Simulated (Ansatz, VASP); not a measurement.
One calculation of CaPd2S2, two programs

```
Pd Ca S
1.0
     2.00259    3.46859    0.00000
    -2.00259    3.46859    0.00000
     0.00000    0.00000    6.63091
Pd Ca S
2 1 2
Direct
  0.33330 0.33340 0.37649
  0.66670 0.66660 0.62351
  0.00000 0.00000 0.00000
  0.33330 0.33340 0.74630
  0.66670 0.66660 0.25370
```

Alike in both runs: task single point; functional r2SCAN; k mesh 5 × 5 × 3; occupations gaussian, width 0.0766 eV; no spin polarisation; Hubbard terms Pd d U = 3.38 eV.

|  | VASP | Ansatz |
| --- | --- | --- |
| version | VASP 6.6.1 | Ansatz 0.2.0 |
| potentials or method | VASP PAW PBE potentials, release 64 (Pd_sv_GW, Ca_sv, S), cutoff 690 eV | PAW plane waves |
| valence electrons in the cell | 58 | 58 |

Ansatz gave:

- gap on the k mesh at the Fermi level (eV): none
- pressure (GPa): 1.5
- traceless stress, the component that is largest in VASP (GPa): -0.87
- rms of the force components (eV/Å): 0.244

Question: Estimate VASP's values.

Answer: gap on the k mesh at the Fermi level (eV): none; pressure (GPa): 1.2; traceless stress, the component that is largest in VASP (GPa): 0.13; rms of the force components (eV/Å): 0.223.

VASP's potentials were made for PBE, not for r2SCAN. The programs project onto different local orbitals, so the same U acts differently, and such runs can settle in different states. Atom by atom the forces differ by 0.024 eV/Å (rms over components). A gap of «none» marks a metal or a gap that the smearing closes. Ansatz's warnings: filled band counts differ across k points, structure snapped to symmetry.

The k mesh is coarse, so the values compare programs but aren't converged.
